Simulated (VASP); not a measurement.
Runs of VASP 6.6.1 on HfN. The structure is that of space group Fm-3m (No. 225), or close to it. The cells are those of the table. 

| cell | gap on the mesh (eV) | pressure (GPa) |
| --- | --- | --- |
| a = 3.103 Å, angles 60.0°, 2 atoms | none | 32.9 |
| a = 3.147 Å, angles 60.0°, 2 atoms | none | (a) |
| a = 3.232 Å, angles 60.0°, 2 atoms | none | -6.2 |
| a = 3.273 Å, angles 60.0°, 2 atoms | none | -14.6 |

Alike in all rows: task single point; level PBE; potentials or basis VASP PAW PBE potentials, release 64 (Hf_pv, N); no spin polarisation; k mesh 11 × 11 × 11; cutoff (eV) 600; smearing fermi-dirac 0.1 eV.

Fill in the values left out.

(a) 17.0.

Caveats: spin-orbit coupling is left out, which moves the levels of the heavy elements.

A k mesh can miss the band edges, and the runs leave out spin-orbit coupling on Hf.

A gap of «none» marks levels without a gap at the run's occupations.
